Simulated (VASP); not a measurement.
# ZnSe (Fm-3m) in VASP: notebook, part 2 of 2

VASP 6.6.1. The steps go on from the part before.

## Step 3: Single point, PBEsol (volume scaled by 0.920)

Input file INCAR:

```
PREC = Accurate
ENCUT = 520
EDIFF = 1E-6
ISMEAR = 0
SIGMA = 0.05
LREAL = F
LASPH = T
NELM = 60
ALGO = Normal
ISIF = 2
LWAVE = F
LCHARG = F
GGA = PS
NBANDS = 16
```

Input file KPOINTS:

```
regular mesh
0
Gamma
  12 12 12
```

Input file POSCAR:

```
ZnSe
1.0
    0.0000000000      2.5623144972      2.5623144972
    2.5623144972      0.0000000000      2.5623144972
    2.5623144972      2.5623144972      0.0000000000
Se Zn
1 1
Direct
    0.0000000000      0.0000000000      0.0000000000
    0.5000000000      0.5000000000      0.5000000000
```

Potentials or basis: VASP PAW PBE potentials, release 64 (Se, Zn).

Command:

```console
$ cat potpaw_PBE.64/Se/POTCAR potpaw_PBE.64/Zn/POTCAR > POTCAR
$ mpirun -np 1 vasp_std > vasp.out
```

OUTCAR:

```text
PREC = Accurate
   ENCUT = 520
   EDIFF = 1E-6
   ISMEAR = 0
   LREAL = F
   LASPH = T
   NELM = 60
   ISIF = 2
   GGA = PS

 ion  position               nearest neighbor table
   1  0.000  0.000  0.000-   2 2.56   2 2.56   2 2.56   2 2.56   2 2.56   2 2.56
   2  0.500  0.500  0.500-   1 2.56   1 2.56   1 2.56   1 2.56   1 2.56   1 2.56

  LATTYP: Found a face centered cubic cell.
 ALAT       =     5.1246289944

  Lattice vectors:

 A1 = (   0.0000000000,   2.5623144972,   2.5623144972)
 A2 = (   2.5623144972,   0.0000000000,   2.5623144972)
 A3 = (   2.5623144972,   2.5623144972,   0.0000000000)

Analysis of symmetry for initial positions (statically):
=====================================================================
 Subroutine PRICEL returns:
 Original cell was already a primitive cell.

 Routine SETGRP: Setting up the symmetry group for a
 face centered cubic supercell.

 Subroutine GETGRP returns: Found 48 space group operations
 (whereof 48 operations were pure point group operations)
 out of a pool of 48 trial point group operations.

The static configuration has the point symmetry O_h .

Analysis of symmetry for dynamics (positions and initial velocities):
[... 154 lines left out ...]
  ---------------------------------------------------
  free energy    TOTEN  =        -6.18064089 eV

  energy without entropy =       -6.17941194  energy(sigma->0) =       -6.18002642

 E-fermi :   4.3990     XC(G=0): -11.2467

 val. band max:        4.3895736701   @ k =  -0.2500   0.0833   0.0000
 cond. band min:       4.4088694162   @ k =  -0.2500   0.1667   0.0000
 fundamental gap:      0.0192957460
 Fermi energy:         4.3989541412

 k-point     1 :       0.0000    0.0000    0.0000
  band No.  band energies     occupation
      1     -10.5220      2.00000
      2      -2.5528      2.00000
      3      -2.5528      2.00000
      4      -2.5344      2.00000
      5      -2.5344      2.00000
      6      -2.5344      2.00000
[... 433 lines left out ...]
      3      -2.8529      2.00000
      4      -2.7908      2.00000
      5      -2.3738      2.00000
      6      -2.3565      2.00000
[... 8 lines left out ...]
     15      17.5954      0.00000
     16      18.1283      0.00000

 [... further k-points ...]
[... 5 lines left out ...]
  --------------------------------------------------------------------------------------
  -------------------------------------------------------------------------------------
  Total        1.8582971      1.8582971      1.8582971      0.0000000      0.0000000     -0.0000000
  in kB       88.4908619     88.4908619     88.4908619      0.0000000      0.0000000     -0.0000000
  external PRESSURE =      88.4908619 kB  Pullay stress =       0.0000000 kB

 VOLUME and BASIS-vectors are now :
 -----------------------------------------------------------------------------
  energy-cutoff  :      520.00
  volume of cell :       33.65
      direct lattice vectors                 reciprocal lattice vectors
     0.000000000  2.562314497  2.562314497    -0.195136077  0.195136077  0.195136077
     2.562314497  0.000000000  2.562314497     0.195136077 -0.195136077  0.195136077
     2.562314497  2.562314497  0.000000000     0.195136077  0.195136077 -0.195136077

 POSITION                                       TOTAL-FORCE (eV/Angst)
 -----------------------------------------------------------------------------------
      0.00000      0.00000      0.00000         0.000000      0.000000      0.000000
      2.56231      2.56231      2.56231        -0.000000      0.000000     -0.000000
 -----------------------------------------------------------------------------------
    total drift:                                0.000000      0.000000      0.000000

  FREE ENERGIE OF THE ION-ELECTRON SYSTEM (eV)
  ---------------------------------------------------
  free  energy   TOTEN  =        -6.1806408913 eV

  energy  without entropy=       -6.1794119419  energy(sigma->0) =       -6.18002642
```

OSZICAR:

```text
N       E                     dE             d eps       ncg     rms          rms(c)
DAV:   1     0.751740452493E+02    0.75174E+02   -0.89219E+03  2320   0.143E+03
DAV:   2    -0.263096963241E+01   -0.77805E+02   -0.73247E+02  2608   0.256E+02
DAV:   3    -0.648928986626E+01   -0.38583E+01   -0.38358E+01  2864   0.530E+01
DAV:   4    -0.651193987757E+01   -0.22650E-01   -0.22647E-01  2728   0.411E+00
DAV:   5    -0.651201957269E+01   -0.79695E-04   -0.79695E-04  2896   0.242E-01    0.567E+00
DAV:   6    -0.620675890276E+01    0.30526E+00   -0.65752E-01  3016   0.279E+01    0.444E+00
DAV:   7    -0.618424006989E+01    0.22519E-01   -0.14149E-01  2816   0.402E+00    0.195E+00
DAV:   8    -0.618103424206E+01    0.32058E-02   -0.41011E-03  3184   0.931E-01    0.493E-01
DAV:   9    -0.618064137006E+01    0.39287E-03   -0.90162E-04  3056   0.366E-01    0.543E-02
DAV:  10    -0.618063800516E+01    0.33649E-05   -0.93834E-05  2904   0.119E-01    0.300E-02
DAV:  11    -0.618064097555E+01   -0.29704E-05   -0.56577E-06  2824   0.375E-02    0.382E-03
DAV:  12    -0.618064089132E+01    0.84228E-07   -0.78223E-07  1664   0.200E-02
   1 F= -.61806409E+01 E0= -.61800264E+01  d E =-.122895E-02
```

Wall time 79 s (1 thread of AMD EPYC 7R13, shared host); peak memory 0.15 GiB.

What came out:

```
Free energy            : -6.1806 eV
Pressure               : 8.8 GPa
Band gap on the k mesh : zero (band 9 reaches 4.47 eV, above the bottom of band 10 at 3.25 eV)
```

Caveat: the PAW data sets were made with another functional, which shifts forces and pressure a little.

## Step 4: Single point, PBEsol (volume scaled by 0.960)

Input file INCAR:

```
SYSTEM = ZnSe
PREC = Accurate
ENCUT = 520
EDIFF = 1E-6
ISMEAR = 0
SIGMA = 0.05
LREAL = .FALSE.
LASPH = .TRUE.
NELM = 100
ALGO = Normal
ISIF = 2
LWAVE = .FALSE.
LCHARG = .FALSE.
GGA = PS
NBANDS = 16
```

Input file KPOINTS:

```
regular mesh
0
G
  12 12 12
  0 0 0
```

Input file POSCAR:

```
ZnSe
1.0
    0.0000000000      2.5989239362      2.5989239362
    2.5989239362      0.0000000000      2.5989239362
    2.5989239362      2.5989239362      0.0000000000
Se Zn
1 1
Direct
    0.0000000000      0.0000000000      0.0000000000
    0.5000000000      0.5000000000      0.5000000000
```

Potentials or basis: VASP PAW PBE potentials, release 64 (Se, Zn).

Command:

```console
$ cat potpaw_PBE.64/Se/POTCAR potpaw_PBE.64/Zn/POTCAR > POTCAR
$ mpirun -np 1 vasp_std > vasp.out
```

OUTCAR:

```text
SYSTEM = ZnSe
   PREC = Accurate
   ENCUT = 520
   EDIFF = 1E-6
   ISMEAR = 0
   LREAL = .FALSE.
   LASPH = .TRUE.
   NELM = 100
   ISIF = 2
   GGA = PS

 ion  position               nearest neighbor table
   1  0.000  0.000  0.000-   2 2.60   2 2.60   2 2.60   2 2.60   2 2.60   2 2.60
   2  0.500  0.500  0.500-   1 2.60   1 2.60   1 2.60   1 2.60   1 2.60   1 2.60

  LATTYP: Found a face centered cubic cell.
 ALAT       =     5.1978478724

  Lattice vectors:

 A1 = (   0.0000000000,   2.5989239362,   2.5989239362)
 A2 = (   2.5989239362,   0.0000000000,   2.5989239362)
 A3 = (   2.5989239362,   2.5989239362,   0.0000000000)
[... 625 lines left out ...]
      5      -2.7148      2.00000
      6      -2.7000      2.00000
[... 8 lines left out ...]
     15      17.0074      0.00000
     16      17.4326      0.00000

 [... further k-points ...]
[... 5 lines left out ...]
  --------------------------------------------------------------------------------------
  -------------------------------------------------------------------------------------
  Total        0.9053302      0.9053302      0.9053302      0.0000000      0.0000000     -0.0000000
  in kB       41.3149169     41.3149169     41.3149169      0.0000000      0.0000000     -0.0000000
  external PRESSURE =      41.3149169 kB  Pullay stress =       0.0000000 kB

 VOLUME and BASIS-vectors are now :
 -----------------------------------------------------------------------------
  energy-cutoff  :      520.00
  volume of cell :       35.11
      direct lattice vectors                 reciprocal lattice vectors
     0.000000000  2.598923936  2.598923936    -0.192387316  0.192387316  0.192387316
     2.598923936  0.000000000  2.598923936     0.192387316 -0.192387316  0.192387316
     2.598923936  2.598923936  0.000000000     0.192387316  0.192387316 -0.192387316

 POSITION                                       TOTAL-FORCE (eV/Angst)
 -----------------------------------------------------------------------------------
      0.00000      0.00000      0.00000         0.000000     -0.000000      0.000000
      2.59892      2.59892      2.59892        -0.000000      0.000000     -0.000000
 -----------------------------------------------------------------------------------
    total drift:                                0.000000      0.000000      0.000000

  FREE ENERGIE OF THE ION-ELECTRON SYSTEM (eV)
  ---------------------------------------------------
  free  energy   TOTEN  =        -6.2392385927 eV

  energy  without entropy=       -6.2379810813  energy(sigma->0) =       -6.23860984
```

stdout:

```text
POSCAR found type information on POSCAR SeZn
 POSCAR found :  2 types and       2 ions
 scaLAPACK will be used
 -----------------------------------------------------------------------------
|                                                                             |
|                                                                             |
|     You enforced a specific xc type in the INCAR file but a different       |
|     I HOPE YOU KNOW WHAT YOU ARE DOING!                                     |
|                                                                             |
 -----------------------------------------------------------------------------

 LDA part: xc-table for (Slater+PW92), standard interpolation
 POSCAR, INCAR and KPOINTS ok, starting setup
 FFT: planning ... GRIDC
 FFT: planning ... GRID_SOFT
 FFT: planning ... GRID
 WAVECAR not read
 entering main loop
```

Run time: 78 s. Hardware: 1 thread of AMD EPYC 7R13, shared host; peak memory 0.15 GiB.

What came out:

```yaml
Free_energy: -6.2392 eV
Pressure: 4.1 GPa
Band_gap_on_the_k_mesh: zero (band 9 reaches 4.00 eV, above the bottom of band 10 at 2.82 eV)
```

Levels at points of the mesh, in eV from the Fermi level:
```
           k point  band 7  band 8  band 9  band 10  band 11  band 12
(0.00, 0.00, 0.00)   -0.55   -0.55   -0.55     1.23     8.54     8.54
(0.50, 0.00, 0.00)   -5.95   -0.10   -0.10     3.20     4.85     4.85
(0.50, 0.50, 0.00)   -5.73   -2.81   -2.81    -1.12     4.65    11.93
```

Caveat: the PAW data sets were made with another functional, which shifts forces and pressure a little.

## Step 5: Overview

```csv
cell,gap on the mesh (eV),pressure (GPa)
"a = 3.570 Å, angles 60.0°, 2 atoms",none,14.8
"a = 3.624 Å, angles 60.0°, 2 atoms",none,8.8
"a = 3.675 Å, angles 60.0°, 2 atoms",none,4.1
```

Alike in all rows: task single point; level PBEsol; potentials or basis VASP PAW PBE potentials, release 64 (Se, Zn); no spin polarisation; k mesh 12 × 12 × 12; cutoff (eV) 520; smearing gaussian 0.05 eV.

Caveats: the PAW data sets were made with another functional, which shifts forces and pressure a little.

Total energies depend on the potentials used, so only differences within one code and one set of settings carry meaning.
